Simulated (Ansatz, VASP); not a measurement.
## TePb: VASP beside Ansatz

The input INCAR:

```
ALGO = Normal
EDIFF = 1E-6
ENCUT = 520
GGA = PE
ISIF = 2
ISMEAR = 0
LASPH = T
LCHARG = T
LELF = T
LREAL = F
LVHAR = T
LWAVE = F
NBANDS = 17
NELM = 100
PREC = Accurate
SIGMA = 0.01
```

KPOINTS

```
k-points
0
Gamma
  6 6 6
```

POSCAR

```
TePb
1.0
    0.0000000000      3.3490755487      3.3490755487
    3.3490755487      0.0000000000      3.3490755487
    3.3490755487      3.3490755487      0.0000000000
Pb Te
1 1
Direct
    0.0000000000      0.0000000000      0.0000000000
    0.5000000000      0.5000000000      0.5000000000
```

Input for Ansatz:

```yaml
crystal:
  lattice:
    - [0.0, 3.3490755487, 3.3490755487]
    - [3.3490755487, 0.0, 3.3490755487]
    - [3.3490755487, 3.3490755487, 0.0]
  atoms:
    - { symbol: Pb, position: [0.0, 0.0, 0.0] }
    - { symbol: Te, position: [0.5, 0.5, 0.5] }
kpoints:
  mp_grid: { grid: [6, 6, 6] }
hamiltonian:
  xc: pbe
scf:
  occupations: { method: fixed }
  n_extra_bands: 4
output:
  forces: true
  stress: true
  eigenvalues: true
```

Alike in both runs: task single point; functional PBE; k mesh 6 × 6 × 6; no spin polarisation.

|  | VASP | Ansatz |
| --- | --- | --- |
| version | VASP 6.6.1 | Ansatz 0.2.0 |
| potentials or method | VASP PAW PBE potentials, release 64 (Pb_d, Te) | plane waves, PAW |
| plane-wave cutoff (eV) | 520 | 420 |
| occupations | gaussian, width 0.01 eV | fixed |
| valence electrons in the cell | 20 | 30 |

VASP gave:

```
gap on the k mesh at the Fermi level (eV) : 0.93
pressure (GPa)                            : -2.0
```

Problem. Estimate Ansatz's values.

Solution. gap on the k mesh at the Fermi level (eV): 0.92; pressure (GPa): -2.0.

VASP's potentials hold 20 valence electrons a cell and Ansatz's 30, so a difference there can come from the potentials and not from the codes.

Spin-orbit coupling is off throughout.
